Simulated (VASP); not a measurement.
# Si (Pmmm) in VASP: single point with PBE

Aim: the single point of Si with PBE.

All numbers are computed with VASP 6.6.1; they aren't measurements. Logs are shortened: lines on timing, memory, paths and dates and some standing lists are left out, and cuts for length are marked.

### Step 1. The cell of the first run

The structure is orthorhombic, space group Pmmm (No. 47). The conventional cell has a = 2.400 Å, b = 2.600 Å, c = 2.900 Å, α = 90.00°, β = 90.00°, γ = 90.00°. Within 3.2 Å of Si (site symmetry mmm) lie 6 Si at 2.40 to 2.90 Å.

### Step 2. Single point, PBE

INCAR

```
PREC = Accurate
ENCUT = 500
EDIFF = 1E-6
ISMEAR = 0
SIGMA = 0.01
LREAL = False
LASPH = True
NELM = 120
ALGO = Normal
ISIF = 2
LWAVE = False
LCHARG = False
GGA = PE
ISYM = 0
NBANDS = 16
GGA_COMPAT = False
```

KPOINTS

```
Automatic mesh
0
Gamma
  1 1 1
```

POSCAR

```
Si
1.0
    4.8000000000      0.0000000000      0.0000000000
    0.0000000000      5.2000000000      0.0000000000
    0.0000000000      0.0000000000      2.9000000000
Si
4
Direct
    0.0000000000      0.0000000000      0.0000000000
    0.0000000000      0.5000000000      0.0000000000
    0.5000000000      0.0000000000      0.0000000000
    0.5000000000      0.5000000000      0.0000000000
```

Potentials or basis: VASP PAW PBE potentials, release 64 (Si).

Run with:

```sh
cat potpaw_PBE.64/Si/POTCAR > POTCAR
mpirun -np 1 vasp_gam > vasp.out
```

OUTCAR:

```text
PREC = Accurate
   ENCUT = 500
   EDIFF = 1E-6
   ISMEAR = 0
   LREAL = False
   LASPH = True
   NELM = 120
   ISIF = 2
   GGA = PE
   ISYM = 0

 ion  position               nearest neighbor table
   1  0.000  0.000  0.000-   3 2.40   3 2.40   2 2.60   2 2.60
   2  0.000  0.500  0.000-   4 2.40   4 2.40   1 2.60   1 2.60
   3  0.500  0.000  0.000-   1 2.40   1 2.40   4 2.60   4 2.60
   4  0.500  0.500  0.000-   2 2.40   2 2.40   3 2.60   3 2.60

IMPORTANT INFORMATION: All symmetrisations will be switched off!
NOSYMM: (Re-)initialisation of all symmetry stuff for point group C_1.

----------------------------------------------------------------------------------------

                                     Primitive cell

  volume of cell :      72.3840

  direct lattice vectors                    reciprocal lattice vectors
     4.800000000  0.000000000  0.000000000     0.208333333  0.000000000  0.000000000
     0.000000000  5.200000000  0.000000000     0.000000000  0.192307692  0.000000000
     0.000000000  0.000000000  2.900000000     0.000000000  0.000000000  0.344827586

  length of vectors
     4.800000000  5.200000000  2.900000000     0.208333333  0.192307692  0.344827586

  position of ions in fractional coordinates (direct lattice)
     0.000000000  0.000000000  0.000000000
     0.000000000  0.500000000  0.000000000
     0.500000000  0.000000000  0.000000000
     0.500000000  0.500000000  0.000000000

  ion indices of the primitive-cell ions
   primitive index   ion index
                 1           1
                 2           2
                 3           3
                 4           4

----------------------------------------------------------------------------------------

 KPOINTS: Automatic mesh

Automatic generation of k-mesh.
 Grid dimensions read from file:
 generate k-points for:    1    1    1

 Generating k-lattice:

  Cartesian coordinates                     Fractional coordinates (reciprocal lattice)
     0.208333333  0.000000000  0.000000000     1.000000000  0.000000000  0.000000000
     0.000000000  0.192307692  0.000000000     0.000000000  1.000000000  0.000000000
     0.000000000  0.000000000  0.344827586     0.000000000  0.000000000  1.000000000

  Length of vectors
     0.208333333  0.192307692  0.344827586

  Shift w.r.t. Gamma in fractional coordinates (k-lattice)
     0.000000000  0.000000000  0.000000000

 Subroutine IBZKPT returns following result:
 ===========================================

 Found      1 irreducible k-points:

 Following reciprocal coordinates:
            Coordinates               Weight
  0.000000  0.000000  0.000000      1.000000
   k-points           NKPTS =      1   k-points in BZ     NKDIM =      1   number of bands    NBANDS=     16
   number of dos      NEDOS =    301   number of ions     NIONS =      4
   total plane-waves  NPLWV =  34560
   dimension x,y,z NGX =    36 NGY =   40 NGZ =   24
   dimension x,y,z NGXF=    72 NGYF=   80 NGZF=   48
   ions per type =               4
   NGX,Y,Z   is equivalent  to a cutoff of  12.47, 12.79, 13.76 a.u.
   NGXF,Y,Z  is equivalent  to a cutoff of  24.94, 25.58, 27.52 a.u.
 SYSTEM =  unknown system
   PREC   = accura    normal or accurate (medium, high low for compatibility)
   ISTART =      0    job   : 0-new  1-cont  2-samecut
   ICHARG =      2    charge: 1-file 2-atom 10-const
   ISPIN  =      1    spin polarized calculation?
   LNONCOLLINEAR =      F non collinear calculations
   LSORBIT =      F    spin-orbit coupling
   LASPH  =      T    aspherical Exc in radial PAW
   ENCUT  =  500.0 eV  36.75 Ry    6.06 a.u.   8.75  9.48  5.29*2*pi/ulx,y,z
   NELM   =    120;   NELMIN=  2; NELMDL= -5     # of ELM steps
   EDIFF  = 0.1E-05   stopping-criterion for ELM
   LREAL  =      F    real-space projection
   EDIFFG = 0.1E-04   stopping-criterion for IOM
   NSW    =      0    number of steps for IOM
   IBRION =     -1    ionic relax: 0-MD 1-quasi-New 2-CG
   NFREE  =      0    steps in history (QN), initial steepest desc. (CG)
   ISIF   =      2    stress and relaxation
   ISYM   =      0    0-nonsym 1-usesym 2-fastsym
   POTIM  = 0.5000    time-step for ionic-motion
   TEBEG  =    0.0;   TEEND  =   0.0 temperature during run
   PSTRESS=    0.0 pullay stress
   NELECT =      16.0000    total number of electrons
   NUPDOWN=      -1.0000    fix difference up-down
   EMIN   =  10.00;   EMAX   =-10.00  energy-range for DOS
   EFERMI =   0.00;   METHOD = LEGACY
   ISMEAR =     0;   SIGMA  =   0.01  broadening in eV -4-tet -1-fermi 0-gaus
   EFERMI_NEDOS =   21; number of points for ismear=-14 and -15
   IALGO  =     38    algorithm
   IMIX   =      4    mixing-type and parameters
     AMIX     =   0.40;   BMIX     =  1.00
     AMIX_MAG =   1.60;   BMIX_MAG =  1.00
  volume/ion in A,a.u.               =      18.10       122.12
  Fermi-wavevector in a.u.,A,eV,Ry     =   0.989845  1.870536 13.330901  0.979794
  Thomas-Fermi vector in A             =   2.121473
   LORBIT       =      0    0 simple, 1 ext, 2 COOP (PROOUT), +10 PAW based schemes
   GGA     = PE    functional components
   LHFCALC =     F    Hartree Fock is set to
   AEXX    =    0.0000 exact exchange contribution
   IVDW    =     0    specifies the selected vdW correction
   LEPSILON=     F    determine dielectric tensor
   LRPA    =     F    only Hartree local field effects (RPA)
 non-spin polarized calculation
 Gauss-broadening in eV      SIGMA  =   0.01
  energy-cutoff  :      500.00
  volume of cell :       72.38
 maximum number of plane-waves:       923
 NGX is ok and might be reduce to    36
   NGX = 17   NGY = 19   NGZ = 11

 number of electron      15.9999999 magnetization

 Free energy of the ion-electron system (eV)
  ---------------------------------------------------
  ext. energy  EPLUGINS =         0.00000000
  ---------------------------------------------------
  free energy    TOTEN  =       -29.88945446 eV

  energy without entropy =      -29.88945446  energy(sigma->0) =      -29.88945446

 E-fermi :   5.7477     XC(G=0): -10.1029

 val. band max:        5.6849259103   @ k =   0.0000   0.0000   0.0000
 cond. band min:       9.2206963243   @ k =   0.0000   0.0000   0.0000
 fundamental gap:      3.5357704140
 Fermi energy:         5.7476751653

 k-point     1 :       0.0000    0.0000    0.0000
  band No.  band energies     occupation
      1      -5.4008      2.00000
      2      -1.2205      2.00000
      3       0.3561      2.00000
      4       1.1514      2.00000
      5       1.1680      2.00000
      6       4.3293      2.00000
[... 8 lines left out ...]
     15      15.0267      0.00000
     16      16.0696      0.00000

------------------------ aborting loop because EDIFF is reached ----------------------------------------

  FORCE on cell =-STRESS in cart. coord.  units (eV):
  Direction    XX          YY          ZZ          XY          YZ          ZX
  --------------------------------------------------------------------------------------
  -------------------------------------------------------------------------------------
  Total       46.4603391     17.2174966    -72.4133995      0.0000075     -0.0000061     -0.0000056
  in kB     1028.3723196    381.0991747  -1602.8280696      0.0001655     -0.0001360     -0.0001239
  external PRESSURE =     -64.4521918 kB  Pullay stress =       0.0000000 kB

 VOLUME and BASIS-vectors are now :
 -----------------------------------------------------------------------------
  energy-cutoff  :      500.00
  volume of cell :       72.38
      direct lattice vectors                 reciprocal lattice vectors
     4.800000000  0.000000000  0.000000000     0.208333333  0.000000000  0.000000000
     0.000000000  5.200000000  0.000000000     0.000000000  0.192307692  0.000000000
     0.000000000  0.000000000  2.900000000     0.000000000  0.000000000  0.344827586

 POSITION                                       TOTAL-FORCE (eV/Angst)
 -----------------------------------------------------------------------------------
      0.00000      0.00000      0.00000         0.000000     -0.000001      0.000000
      0.00000      2.60000      0.00000        -0.000001      0.000002     -0.000000
      2.40000      0.00000      0.00000         0.000002     -0.000000     -0.000000
      2.40000      2.60000      0.00000        -0.000002     -0.000000     -0.000000
 -----------------------------------------------------------------------------------
    total drift:                               -0.000001      0.000000      0.000000

  FREE ENERGIE OF THE ION-ELECTRON SYSTEM (eV)
  ---------------------------------------------------
  free  energy   TOTEN  =       -29.8894544561 eV

  energy  without entropy=      -29.8894544561  energy(sigma->0) =      -29.88945446
```

OSZICAR:

```text
N       E                     dE             d eps       ncg     rms          rms(c)
DAV:   1     0.534318382639E+02    0.53432E+02   -0.71654E+03    32   0.807E+02
DAV:   2    -0.265282543310E+02   -0.79960E+02   -0.69305E+02    64   0.134E+02
DAV:   3    -0.299123692146E+02   -0.33841E+01   -0.33267E+01    48   0.251E+01
DAV:   4    -0.299477053218E+02   -0.35336E-01   -0.35334E-01    32   0.358E+00
DAV:   5    -0.299479538518E+02   -0.24853E-03   -0.24852E-03    48   0.293E-01    0.607E+00
DAV:   6    -0.298966568059E+02    0.51297E-01   -0.53951E-02    32   0.103E+00    0.365E+00
DAV:   7    -0.298893077048E+02    0.73491E-02   -0.90580E-02    32   0.146E+00    0.200E-01
DAV:   8    -0.298893730627E+02   -0.65358E-04   -0.71310E-03    48   0.428E-01    0.153E-01
DAV:   9    -0.298893879248E+02   -0.14862E-04   -0.12002E-04    40   0.500E-02    0.159E-01
DAV:  10    -0.298893750881E+02    0.12837E-04   -0.20457E-06    48   0.847E-03    0.247E-01
DAV:  11    -0.298894536473E+02   -0.78559E-04   -0.94366E-05    32   0.605E-02    0.928E-02
DAV:  12    -0.298894544561E+02   -0.80879E-06   -0.31700E-07    24   0.347E-03
   1 F= -.29889454E+02 E0= -.29889454E+02  d E =-.447934E-19
```

stdout:

```text
POSCAR found type information on POSCAR Si
 POSCAR found :  1 types and       4 ions
 scaLAPACK will be used
 LDA part: xc-table for (Slater+PW92), standard interpolation
 POSCAR, INCAR and KPOINTS ok, starting setup
 FFT: planning ... GRIDC
 FFT: planning ... GRID_SOFT
 FFT: planning ... GRID
 WAVECAR not read
 entering main loop
```

Run time: 2.4 s. Hardware: 1 thread of AMD EPYC 7R13 (Zen 3), shared host; peak memory 0.13 GiB.

Results:

- Free energy: -29.8895 eV
- Pressure: -6.4 GPa
- Band gap on the k mesh: 3.54 eV

Stress tensor (GPa, compression positive):
```
 102.84    0.00    0.00
   0.00   38.11    0.00
   0.00    0.00 -160.28
```

Levels at points of the mesh, in eV from the valence-band top:
```tsv
k point	band 4	band 5	band 6	band 7	band 8	band 9	band 10	band 11	band 12	band 13
(0.00, 0.00, 0.00)	-4.53	-4.52	-1.36	-0.40	0.00	3.54	4.81	7.11	7.87	8.57
```

Caveat: the k points lie up to 2.17 Å⁻¹ apart. A k mesh can miss the band edges.
